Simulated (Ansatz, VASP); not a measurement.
## SnO: VASP beside Ansatz

```
CELL_PARAMETERS angstrom
3.23170 0.00000 0.00000
0.00000 4.37230 0.00000
0.00000 0.00000 4.83600
ATOMIC_POSITIONS crystal
Sn 0.00000 0.50000 0.23850
Sn 0.50000 0.00000 0.76150
O 0.00000 0.00000 0.00000
O 0.50000 0.50000 0.00000
```

Change from the starting cell: strain -0.1500 x Voigt [1, -1, 0, 0, 0, 0], atoms carried along.

Alike in both runs: task single point; functional PBEsol; k mesh 12 × 12 × 10; occupations gaussian, width 0.15 eV; no spin polarisation.

```csv
,VASP,Ansatz
version,VASP 6.6.1,Ansatz 0.2.0
potentials or method,"VASP PAW PBE potentials, release 64 (Sn_d, O), cutoff 520 eV","scalar-relativistic, plane waves, PAW"
valence electrons in the cell,40,40
```

|  | VASP | Ansatz | Ansatz less VASP |
| --- | --- | --- | --- |
| gap on the k mesh at the Fermi level (eV) | none | none | - |
| pressure (GPa) | 11.5 | 11.2 | -0.27 |
| traceless stress, the component that is largest in VASP (GPa) | 14.96 | 14.66 | -0.294 |
| rms of the force components (eV/Å) | 1.443 | 1.393 | -0.0496 |

VASP's potentials were made for PBE, not for PBEsol. Atom by atom the forces differ by 0.051 eV/Å (rms over components). A gap of «none» marks a metal or a gap that the smearing closes. With one functional, cell and mesh, what is left measures potentials, basis and numerics.
